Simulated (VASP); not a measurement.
FePt:

```
CELL_PARAMETERS angstrom
2.72350 0.00000 0.00000
0.00000 2.72350 0.00000
0.00000 0.00000 3.72000
ATOMIC_POSITIONS crystal
Pt 0.50000 0.50000 0.50000
Fe 0.00000 0.00000 0.00000
```

* Program: VASP 6.6.1
* Task: relaxation of cell and atoms
* Functional: PBE
* Dispersion: D3(BJ)
* Potentials or basis: VASP PAW PBE potentials, release 64 (Pt, Fe)
* Cutoff: 600 eV
* k mesh: 10 × 10 × 7
* Occupations: fermi-dirac, width 0.05 eV
* Spin: collinear spin, ferromagnetic start
* Starting moments: [0.0, 3.0] μB

At the start: pressure -3.5 GPa; volume 13.80 Å³/atom.

**Question.** How do energy, volume and symmetry change on relaxing?

**Answer.** Over 7 steps the energy falls by 2.6 meV/atom and the volume is 13.57 Å³/atom (-1.6 %); space group P4/mmm (No. 123, to 0.1 Å) before and after; moment 3.24 μB per cell.

Step by step:
| step | energy change (eV) | largest force (eV/Å) | pressure (GPa) | volume (Å³) |
| --- | --- | --- | --- | --- |
| 1 | 0.0000 | 0.0000 | -3.49 | 27.59 |
| 2 | 0.0097 | 0.0000 | 6.68 | 26.41 |
| 3 | -0.0050 | 0.0000 | 0.00 | 27.15 |
| 4 | -0.0050 | 0.0000 | 0.12 | 27.14 |
| 5 | -0.0051 | 0.0000 | -0.20 | 27.17 |
| 6 | -0.0051 | 0.0000 | -0.14 | 27.16 |
| 7 | -0.0051 | 0.0000 | 0.03 | 27.14 |

Final structure:
```xyz
2
Lattice="2.7055 0.0000 0.0000 0.0000 2.7055 0.0000 0.0000 0.0000 3.7081" Properties=species:S:1:pos:R:3 pbc="T T T"
Pt    1.3528    1.3528    1.8540
Fe    2.7055    2.7055    3.7081
```
